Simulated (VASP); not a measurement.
# C (Fmmm) in VASP: notebook

The runs below take C through relaxation of cell and atoms, with LDA.

Program: VASP 6.6.1. These are calculated values, not measurements. Logs are shortened: lines on timing, memory, paths and dates and some standing lists are left out, and cuts for length are marked.

## 1. The cell of the first run

Symmetry: Fmmm, No. 69, orthorhombic system. Conventional cell: a = 2.445 Å, b = 4.234 Å, c = 6.737 Å, α = 90.00°, β = 90.00°, γ = 90.00°. C (site symmetry m2m) has 3 C at 1.41 Å within 1.9 Å.

## 2. Relaxation of cell and atoms, LDA

File INCAR:

```
SYSTEM = C
PREC = Accurate
ENCUT = 600
EDIFF = 1E-6
ISMEAR = 0
SIGMA = 0.02
LREAL = .False.
LASPH = .True.
NELM = 60
ALGO = Normal
ISIF = 3
LWAVE = .False.
LCHARG = .False.
GGA = CA
IBRION = 2
NSW = 100
EDIFFG = -0.005
```

File KPOINTS:

```
Automatic mesh
0
Gamma
  18 18 18
  0 0 0
```

File POSCAR:

```
C
1.0
    0.0000000000      2.1171581299      3.3687394286
    1.2224696867      0.0000000000      3.3687394286
    1.2224696867      2.1171581299      0.0000000000
C
2
Direct
    0.1667410834      0.8332589166      0.1667410834
    0.8332589166      0.1667410834      0.8332589166
```

Potentials or basis: VASP PAW LDA potentials, release 64 (C).

Command:

```console
> cat potpaw_LDA.64/C/POTCAR > POTCAR
> mpirun -np 1 vasp_std > vasp.out
```

OUTCAR:

```text
SYSTEM = C
   PREC = Accurate
   ENCUT = 600
   EDIFF = 1E-6
   ISMEAR = 0
   LREAL = .False.
   LASPH = .True.
   NELM = 60
   ISIF = 3
   GGA = CA
   IBRION = 2
   NSW = 100
   EDIFFG = -0.005

 ion  position               nearest neighbor table
   1  0.167  0.833  0.167-   2 1.41   2 1.41   2 1.41
   2  0.833  0.167  0.833-   1 1.41   1 1.41   1 1.41

  LATTYP: Found a face centered orthorhombic cell.
 ALAT       =     2.4449393734
 B/A-ratio  =     1.7318696348
 C/A-ratio  =     2.7556834049

  Lattice vectors:

 A1 = (   0.0000000000,   2.1171581299,   3.3687394286)
 A2 = (   1.2224696867,   0.0000000000,   3.3687394286)
 A3 = (   1.2224696867,   2.1171581299,   0.0000000000)

Analysis of symmetry for initial positions (statically):
=====================================================================
 Subroutine PRICEL returns:
 Original cell was already a primitive cell.

 Routine SETGRP: Setting up the symmetry group for a
 face centered orthorhombic supercell.

 Subroutine GETGRP returns: Found  8 space group operations
 (whereof  8 operations were pure point group operations)
 out of a pool of  8 trial point group operations.

The static configuration has the point symmetry D_2h.

Analysis of symmetry for dynamics (positions and initial velocities):
=====================================================================
 Subroutine PRICEL returns:
 Original cell was already a primitive cell.

 Routine SETGRP: Setting up the symmetry group for a
 face centered orthorhombic supercell.

 Subroutine GETGRP returns: Found  8 space group operations
 (whereof  8 operations were pure point group operations)
 out of a pool of  8 trial point group operations.

The dynamic configuration has the point symmetry D_2h.

 Subroutine INISYM returns: Found  8 space group operations
 (whereof  8 operations are pure point group operations),
 and found     1 'primitive' translations

----------------------------------------------------------------------------------------

                                     Primitive cell

  volume of cell :      17.4377

  direct lattice vectors                    reciprocal lattice vectors
     0.000000000  2.117158130  3.368739429    -0.409008097  0.236165638  0.148423471
     1.222469687  0.000000000  3.368739429     0.409008097 -0.236165638  0.148423471
     1.222469687  2.117158130  0.000000000     0.409008097  0.236165638 -0.148423471

  length of vectors
     3.978789249  3.583690482  2.444747570     0.495067024  0.495067024  0.495067024

  position of ions in fractional coordinates (direct lattice)
     0.166741083  0.833258917  0.166741083
     0.833258917  0.166741083  0.833258917

  ion indices of the primitive-cell ions
   primitive index   ion index
                 1           1
                 2           2

----------------------------------------------------------------------------------------

 KPOINTS: Automatic mesh

Automatic generation of k-mesh.
 Grid dimensions read from file:
 generate k-points for:   18   18   18

 Generating k-lattice:

  Cartesian coordinates                     Fractional coordinates (reciprocal lattice)
    -0.022722672  0.013120313  0.008245748     0.055555556  0.000000000  0.000000000
     0.022722672 -0.013120313  0.008245748     0.000000000  0.055555556 -0.000000000
     0.022722672  0.013120313 -0.008245748     0.000000000 -0.000000000  0.055555556

  Length of vectors
     0.027503724  0.027503724  0.027503724

  Shift w.r.t. Gamma in fractional coordinates (k-lattice)
     0.000000000  0.000000000  0.000000000

 Subroutine IBZKPT returns following result:
 ===========================================

 Found    865 irreducible k-points:

 Following reciprocal coordinates:
            Coordinates               Weight
  0.000000  0.000000  0.000000      1.000000
  0.055556  0.000000 -0.000000      8.000000
  0.111111  0.000000 -0.000000      8.000000
  0.166667 -0.000000 -0.000000      8.000000
  0.222222 -0.000000 -0.000000      8.000000
  0.277778  0.000000  0.000000      8.000000
[... 16 lines left out ...]
 -0.277778  0.055556  0.000000      8.000000
 -0.222222  0.055556  0.000000      8.000000
 [... further k-points ...]
   k-points           NKPTS =    865   k-points in BZ     NKDIM =    865   number of bands    NBANDS=      8
   number of dos      NEDOS =    301   number of ions     NIONS =      2
   total plane-waves  NPLWV =  19200
   dimension x,y,z NGX =    32 NGY =   30 NGZ =   20
   dimension x,y,z NGXF=    64 NGYF=   60 NGZF=   40
   ions per type =               2
   NGX,Y,Z   is equivalent  to a cutoff of  13.37, 13.92, 13.60 a.u.
   NGXF,Y,Z  is equivalent  to a cutoff of  26.74, 27.83, 27.20 a.u.
 SYSTEM =  C
   PREC   = accura    normal or accurate (medium, high low for compatibility)
   ISTART =      0    job   : 0-new  1-cont  2-samecut
   ICHARG =      2    charge: 1-file 2-atom 10-const
   ISPIN  =      1    spin polarized calculation?
   LNONCOLLINEAR =      F non collinear calculations
   LSORBIT =      F    spin-orbit coupling
   LASPH  =      T    aspherical Exc in radial PAW
   ENCUT  =  600.0 eV  44.10 Ry    6.64 a.u.   7.95  7.16  4.88*2*pi/ulx,y,z
   NELM   =     60;   NELMIN=  2; NELMDL= -5     # of ELM steps
   EDIFF  = 0.1E-05   stopping-criterion for ELM
   LREAL  =      F    real-space projection
   EDIFFG = -.5E-02   stopping-criterion for IOM
   NSW    =    100    number of steps for IOM
   IBRION =      2    ionic relax: 0-MD 1-quasi-New 2-CG
   NFREE  =      1    steps in history (QN), initial steepest desc. (CG)
   ISIF   =      3    stress and relaxation
   ISYM   =      2    0-nonsym 1-usesym 2-fastsym
   POTIM  = 0.5000    time-step for ionic-motion
   TEBEG  =    0.0;   TEEND  =   0.0 temperature during run
   PSTRESS=    0.0 pullay stress
   NELECT =       8.0000    total number of electrons
   NUPDOWN=      -1.0000    fix difference up-down
   EMIN   =  10.00;   EMAX   =-10.00  energy-range for DOS
   EFERMI =   0.00;   METHOD = LEGACY
   ISMEAR =     0;   SIGMA  =   0.02  broadening in eV -4-tet -1-fermi 0-gaus
   EFERMI_NEDOS =   21; number of points for ismear=-14 and -15
   IALGO  =     38    algorithm
   IMIX   =      4    mixing-type and parameters
     AMIX     =   0.40;   BMIX     =  1.00
     AMIX_MAG =   1.60;   BMIX_MAG =  1.00
  volume/ion in A,a.u.               =       8.72        58.84
  Fermi-wavevector in a.u.,A,eV,Ry     =   1.262627  2.386020 21.690789  1.594228
  Thomas-Fermi vector in A             =   2.396026
   LORBIT       =      0    0 simple, 1 ext, 2 COOP (PROOUT), +10 PAW based schemes
   GGA     = CA    functional components
   LHFCALC =     F    Hartree Fock is set to
   AEXX    =    0.0000 exact exchange contribution
   IVDW    =     0    specifies the selected vdW correction
   LEPSILON=     F    determine dielectric tensor
   LRPA    =     F    only Hartree local field effects (RPA)
 conjugate gradient relaxation of ions
 non-spin polarized calculation
 Gauss-broadening in eV      SIGMA  =   0.02
  energy-cutoff  :      600.00
  volume of cell :       17.44
 maximum number of plane-waves:       597
   NGX = 15   NGY = 15   NGZ =  9

--------------------------------------- Ionic step        1  -------------------------------------------

 number of electron       8.0000000 magnetization

 Free energy of the ion-electron system (eV)
  ---------------------------------------------------
  ext. energy  EPLUGINS =         0.00000000
  ---------------------------------------------------
  free energy    TOTEN  =       -20.22683312 eV

  energy without entropy =      -20.22683278  energy(sigma->0) =      -20.22683295

------------------------ aborting loop because EDIFF is reached ----------------------------------------

  FORCE on cell =-STRESS in cart. coord.  units (eV):
  Direction    XX          YY          ZZ          XY          YZ          ZX
  --------------------------------------------------------------------------------------
  -------------------------------------------------------------------------------------
  Total        0.1054544      0.0485675     -0.0474943      0.0000000      0.0000000      0.0000000
  in kB        9.6891685      4.4623940     -4.3637839      0.0000000      0.0000000      0.0000000
  external PRESSURE =       3.2625929 kB  Pullay stress =       0.0000000 kB
[... 89 lines left out ...]
  FREE ENERGIE OF THE ION-ELECTRON SYSTEM (eV)
  ---------------------------------------------------
  free  energy   TOTEN  =       -20.2268989087 eV

  energy  without entropy=      -20.2268985740  energy(sigma->0) =      -20.22689874

[... ionic steps 4 to 14 ...]

--------------------------------------- Ionic step       15  -------------------------------------------

 number of electron       8.0000000 magnetization

------------------------ aborting loop because EDIFF is reached ----------------------------------------

  FORCE on cell =-STRESS in cart. coord.  units (eV):
  Direction    XX          YY          ZZ          XY          YZ          ZX
  --------------------------------------------------------------------------------------
  -------------------------------------------------------------------------------------
  Total       -0.0164723      0.0101248     -0.0026169      0.0000000      0.0000000      0.0000000
  in kB       -1.5335921      0.9426297     -0.2436356      0.0000000      0.0000000      0.0000000
  external PRESSURE =      -0.2781993 kB  Pullay stress =       0.0000000 kB
[... 57 lines left out ...]
  energy  without entropy=      -20.2272472866  energy(sigma->0) =      -20.22724737

--------------------------------------- Ionic step       17  -------------------------------------------

 number of electron       8.0000000 magnetization

 Free energy of the ion-electron system (eV)
  ---------------------------------------------------
  ext. energy  EPLUGINS =         0.00000000
  ---------------------------------------------------
  free energy    TOTEN  =       -20.22724903 eV

  energy without entropy =      -20.22724887  energy(sigma->0) =      -20.22724895

 E-fermi :   4.7792     XC(G=0): -10.8654

 val. band max:        4.7365962799   @ k =  -0.2778   0.0556   0.3333
 cond. band min:       4.8217106671   @ k =  -0.2222   0.1111   0.3333
 fundamental gap:      0.0851143872
 Fermi energy:         4.7791534031

 k-point     1 :       0.0000    0.0000    0.0000
  band No.  band energies     occupation
      1     -14.8419      2.00000
      2      -1.8484      2.00000
      3       1.7990      2.00000
      4       1.8131      2.00000
      5       8.6729      0.00000
      6      13.2268      0.00000
      7      13.2993      0.00000
      8      16.3563      0.00000
[... 243 lines left out ...]
 k-point    24 :      -0.2222    0.0556    0.0000
  band No.  band energies     occupation
      1     -12.9836      2.00000
      2      -3.2404      2.00000
      3      -0.5223      2.00000
      4       0.0442      2.00000
      5      10.9161      0.00000
      6      11.3300      0.00000
      7      13.0675      0.00000
      8      19.3561      0.00000

 [... further k-points ...]

------------------------ aborting loop because EDIFF is reached ----------------------------------------

  FORCE on cell =-STRESS in cart. coord.  units (eV):
  Direction    XX          YY          ZZ          XY          YZ          ZX
  --------------------------------------------------------------------------------------
  -------------------------------------------------------------------------------------
  Total       -0.0094835      0.0061328     -0.0000140     -0.0000000      0.0000000      0.0000000
  in kB       -0.8829561      0.5709938     -0.0013073     -0.0000000      0.0000000      0.0000000
  external PRESSURE =      -0.1044232 kB  Pullay stress =       0.0000000 kB
[... 17 lines left out ...]
  FREE ENERGIE OF THE ION-ELECTRON SYSTEM (eV)
  ---------------------------------------------------
  free  energy   TOTEN  =       -20.2272490325 eV

  energy  without entropy=      -20.2272488653  energy(sigma->0) =      -20.22724895

 reached required accuracy - stopping structural energy minimisation
```

Wall time 14 min (1 thread of Intel Xeon 8259CL, shared host); peak memory 0.23 GiB.

What came out:

* Free energy: -20.2272 eV
* Relaxed volume: 8.60 Å³/atom
* Relaxed cell: a = 3.939 Å, b = 3.539 Å, c = 2.446 Å, α = 80.04°, β = 62.26°, γ = 37.70°
* Space group after relaxing (to 0.1 Å): Fmmm (No. 69)
* Energy gained by relaxing: 0.2 meV/atom
* Ionic steps: 17
* Pressure after relaxing: 0.0 GPa

Stress tensor (GPa, compression positive):
```
-0.09  0.00  0.00
 0.00  0.06  0.00
 0.00  0.00  0.00
```

The path:
| step | energy change (eV) | largest force (eV/Å) | pressure (GPa) | volume (Å³) |
| --- | --- | --- | --- | --- |
| 1 | 0.0000 | 0.0267 | 0.33 | 17.44 |
| 2 | 0.0003 | 0.1397 | -1.22 | 17.48 |
| 3 | -0.0001 | 0.0215 | -0.15 | 17.45 |
| 4 | -0.0001 | 0.0483 | -0.40 | 17.44 |
| 5 | -0.0001 | 0.0223 | -0.34 | 17.45 |
| 6 | -0.0001 | 0.0206 | -0.27 | 17.43 |
| 7 | -0.0002 | 0.0154 | -0.14 | 17.39 |
| 8 | -0.0003 | 0.0048 | 0.02 | 17.31 |
| 9 | -0.0002 | 0.0167 | 0.46 | 17.14 |
| 10 | -0.0003 | 0.0019 | 0.17 | 17.25 |
| 11 | -0.0004 | 0.0039 | 0.14 | 17.24 |
| 12 | -0.0004 | 0.0162 | 0.07 | 17.20 |
| 13 | -0.0004 | 0.0002 | 0.02 | 17.21 |
| 14 | -0.0004 | 0.0081 | -0.01 | 17.21 |
| 15 | -0.0004 | 0.0061 | -0.03 | 17.21 |
| 16 | -0.0004 | 0.0033 | -0.02 | 17.21 |
| 17 | -0.0004 | 0.0020 | -0.01 | 17.21 |

Final structure:
```
CELL_PARAMETERS angstrom
0.00000 2.11756 3.32104
1.22349 0.00000 3.32104
1.22349 2.11756 0.00000
ATOMIC_POSITIONS crystal
C 0.16671 0.83329 0.16671
C 0.83329 0.16671 0.83329
```

## 3. Relaxation of cell and atoms, LDA

This run uses another cell than the first one, of 8.70 Å³/atom.

File INCAR:

```
PREC = Accurate ; ENCUT = 600
EDIFF = 1E-6 ; ISMEAR = 0
SIGMA = 0.02 ; LREAL = False
LASPH = True ; NELM = 60
ALGO = Normal ; ISIF = 3
LWAVE = False ; LCHARG = False
IBRION = 2 ; NSW = 80
EDIFFG = -0.001
```

File KPOINTS:

```
regular mesh
0
Gamma
  18 18 18
```

File POSCAR:

```
C
1.0
    0.0000000000      2.1166507462      3.3597491961
    1.2227846669      0.0000000000      3.3597491961
    1.2227846669      2.1166507462      0.0000000000
C
2
Direct
    0.1667065657      0.8332934343      0.1667065657
    0.8332934343      0.1667065657      0.8332934343
```

Potentials or basis: VASP PAW LDA potentials, release 64 (C).

Command:

```console
> cat potpaw_LDA.64/C/POTCAR > POTCAR
> mpirun -np 1 vasp_std > vasp.out
```

Wall time 13 min (1 thread of Intel Xeon 8259CL, shared host); peak memory 0.23 GiB.

The run converged. Its results:

```
Free energy                           : -20.2271 eV
Relaxed volume                        : 8.60 Å³/atom
Relaxed cell                          : a = 3.938 Å, b = 3.539 Å, c = 2.446 Å, α = 80.04°, β = 62.25°, γ = 37.71°
Space group after relaxing (to 0.1 Å) : Fmmm (No. 69)
Energy gained by relaxing             : 0.1 meV/atom
Ionic steps                           : 23
Pressure after relaxing               : 0.0 GPa
```

The path:
```tsv
step	energy change (eV)	largest force (eV/Å)	pressure (GPa)	volume (Å³)
1	0.0000	0.0026	0.34	17.39
2	0.0001	0.0112	-1.17	17.44
3	-0.0001	0.0021	-0.19	17.41
4	-0.0001	0.0064	-0.16	17.39
5	-0.0002	0.0318	-0.13	17.34
6	-0.0002	0.0821	-0.22	17.24
7	-0.0002	0.0796	-0.20	17.24
8	-0.0002	0.0725	-0.18	17.23
9	-0.0002	0.0583	-0.15	17.22
10	-0.0003	0.0299	-0.08	17.18
11	-0.0003	0.0255	-0.11	17.19
12	-0.0003	0.0151	-0.09	17.19
13	-0.0003	0.0060	-0.06	17.21
14	-0.0003	0.0011	-0.05	17.20
15	-0.0003	0.0029	-0.02	17.21
16	-0.0003	0.0049	-0.02	17.21
17	-0.0003	0.0027	-0.02	17.21
18	-0.0003	0.0000	-0.01	17.21
19	-0.0003	0.0053	0.03	17.21
20	-0.0003	0.0021	-0.01	17.21
21	-0.0003	0.0008	-0.01	17.21
22	-0.0003	0.0008	-0.01	17.21
23	-0.0003	0.0003	0.00	17.21
```

Final structure:
```
C
1.0
     0.00000    2.11769    3.32055
     1.22341    0.00000    3.32055
     1.22341    2.11769    0.00000
C
2
Cartesian
  1.2234 0.7061 3.3206
  1.2234 3.5293 3.3206
```

LDA usually gives volumes a few per cent too small. Zero-point motion and thermal expansion aren't in these numbers.

## 4. Relaxation of cell and atoms, LDA

File INCAR:

```
SYSTEM = C
PREC = Accurate
ENCUT = 600
EDIFF = 1E-6
ISMEAR = 0
SIGMA = 0.02
LREAL = .False.
LASPH = .True.
NELM = 60
ALGO = Normal
ISIF = 3
LWAVE = .False.
LCHARG = .False.
GGA = CA
IBRION = 2
NSW = 100
EDIFFG = -0.005
```

File KPOINTS:

```
Automatic mesh
0
Gamma
  18 18 18
  0 0 0
```

File POSCAR:

```
C
1.0
    0.0000000000      2.1171581300      3.3687394299
    1.2224696867      0.0000000000      3.3687394299
    1.2224696867      2.1171581300      0.0000000000
C
2
Direct
    0.1667410834      0.8332589166      0.1667410834
    0.8332589166      0.1667410834      0.8332589166
```

Command:

```console
> cat potpaw_LDA.64/C/POTCAR > POTCAR
> mpirun -np 1 vasp_std > vasp.out
```

Wall time 12 min (1 thread of Intel Xeon 8259CL, shared host); peak memory 0.24 GiB.

The run converged. Its results:

```yaml
Free_energy: -20.2272 eV
Relaxed_volume: 8.60 Å³/atom
Relaxed_cell: a = 3.939 Å, b = 3.539 Å, c = 2.446 Å, α = 80.04°, β = 62.26°, γ = 37.70°
Space_group_after_relaxing_to_0.1_Å: Fmmm (No. 69)
Energy_gained_by_relaxing: 0.2 meV/atom
Ionic_steps: 17
Pressure_after_relaxing: 0.0 GPa
```

Stress tensor (GPa, compression positive):
```
-0.09  0.00  0.00
 0.00  0.06  0.00
 0.00  0.00  0.00
```

The path:
| step | energy change (eV) | largest force (eV/Å) | pressure (GPa) | volume (Å³) |
| --- | --- | --- | --- | --- |
| 1 | 0.0000 | 0.0267 | 0.33 | 17.44 |
| 2 | 0.0003 | 0.1397 | -1.22 | 17.48 |
| 3 | -0.0001 | 0.0215 | -0.15 | 17.45 |
| 4 | -0.0001 | 0.0483 | -0.40 | 17.44 |
| 5 | -0.0001 | 0.0223 | -0.34 | 17.45 |
| 6 | -0.0001 | 0.0206 | -0.27 | 17.43 |
| 7 | -0.0002 | 0.0154 | -0.14 | 17.39 |
| 8 | -0.0003 | 0.0048 | 0.02 | 17.31 |
| 9 | -0.0002 | 0.0167 | 0.46 | 17.14 |
| 10 | -0.0003 | 0.0019 | 0.17 | 17.25 |
| 11 | -0.0004 | 0.0039 | 0.14 | 17.24 |
| 12 | -0.0004 | 0.0162 | 0.07 | 17.20 |
| 13 | -0.0004 | 0.0002 | 0.02 | 17.21 |
| 14 | -0.0004 | 0.0081 | -0.01 | 17.21 |
| 15 | -0.0004 | 0.0061 | -0.03 | 17.21 |
| 16 | -0.0004 | 0.0033 | -0.02 | 17.21 |
| 17 | -0.0004 | 0.0020 | -0.01 | 17.21 |

Final structure:
```xyz
2
Lattice="0.0000 2.1176 3.3210 1.2235 0.0000 3.3210 1.2235 2.1176 0.0000" Properties=species:S:1:pos:R:3 pbc="T T T"
C     1.2235    0.7060    3.3210
C     1.2235    3.5291    3.3210
```
